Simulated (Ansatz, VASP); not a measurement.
## One calculation of Te2Mo, two programs

```
Te Mo
1.0
     3.56023    0.00000    0.00000
    -1.78012    3.08325    0.00000
     0.00000    0.00000   17.52406
Te Mo
2 1
Direct
  0.33333 0.66667 0.89786
  0.33333 0.66667 0.10214
  0.00000 0.00000 0.00000
```

Alike in both runs: task single point; functional LDA; k mesh 12 × 12 × 2; occupations gaussian, width 0.05 eV; no spin polarisation.

|  | VASP | Ansatz |
| --- | --- | --- |
| version | VASP 6.6.1 | Ansatz 0.2.0 |
| potentials or method | VASP PAW LDA potentials, release 64 (Te, Mo_sv), cutoff 520 eV | scalar-relativistic, plane waves, PAW |
| valence electrons in the cell | 26 | 46 |

Ansatz gave:

```
gap on the k mesh at the Fermi level (eV) : 1.04
least direct gap on the mesh (eV)         : 1.04
rms of the force components (eV/Å)        : 0.199
```

Question: Which values does VASP return?

Answer: gap on the k mesh at the Fermi level (eV): 1.04; least direct gap on the mesh (eV): 1.04; rms of the force components (eV/Å): 0.174.

LDA's correlation is that of Perdew and Zunger in VASP and of Perdew and Wang (1992) in Ansatz. Atom by atom the forces differ by 0.025 eV/Å (rms over components). VASP's potentials hold 26 valence electrons a cell and Ansatz's 46, so a difference there can come from the potentials and not from the codes. Ansatz's warnings: xc potential rough in thin density.

Spin-orbit coupling is off throughout.
